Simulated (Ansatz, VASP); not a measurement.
## W: VASP beside Ansatz

Contents of INCAR:

```
ALGO     = Normal         # electronic algorithm
EDIFF    = 1E-6           # SCF threshold, eV
ENCUT    = 520            # plane-wave cutoff, eV
GGA      = PE             # functional
ISIF     = 2              # what is computed and relaxed
ISMEAR   = -1             # smearing method
LASPH    = T              # aspherical terms in the spheres
LCHARG   = T              # write CHGCAR
LELF     = T              # ELF
LREAL    = F              # projectors in reciprocal space
LVHAR    = T            
LWAVE    = F              # write WAVECAR
NBANDS   = 13             # bands
NELM     = 60             # most SCF steps
PREC     = Accurate       # precision mode
SIGMA    = 0.1            # smearing width, eV
```

The input KPOINTS:

```
k-points
0
Gamma
  22 22 22
```

Contents of POSCAR:

```
W
1.0
    0.0000000000      2.0714772457      2.0714772457
    2.0714772457      0.0000000000      2.0714772457
    2.0714772457      2.0714772457      0.0000000000
W
1
Direct
    0.0000000000      0.0000000000      0.0000000000
```

Input for Ansatz:

```yaml
crystal:
  lattice:
    - [0.0, 2.0714772457, 2.0714772457]
    - [2.0714772457, 0.0, 2.0714772457]
    - [2.0714772457, 2.0714772457, 0.0]
  atoms:
    - { symbol: W, position: [0.0, 0.0, 0.0] }
hamiltonian:
  xc: pbe
  pseudopotentials:
    kind: paw
    azcp:
      W: "pseudopotentials/W.paw.azcp"
basis:
  ecutwfc: 420
  fft_grid_basis: typed
kpoints:
  mp_grid: { grid: [22, 22, 22], shift: [0, 0, 0] }
magnetization:
  spin_polarized: false
scf:
  occupations: { method: fermi_dirac, width: 0.1 }
output:
  stress: true
```

Alike in both runs: task single point; functional PBE; k mesh 22 × 22 × 22; occupations fermi-dirac, width 0.1 eV; no spin polarisation.

```csv
,VASP,Ansatz
version,VASP 6.6.1,Ansatz 0.2.0
potentials or method,"VASP PAW PBE potentials, release 64 (W_sv), cutoff 520 eV","plane waves (420 eV) with PAW, scalar-relativistic"
valence electrons in the cell,14,14
```

```tsv
	VASP	Ansatz	Ansatz less VASP
pressure (GPa)	-18.4	-18.6	-0.26
```

Spin-orbit coupling is off throughout.
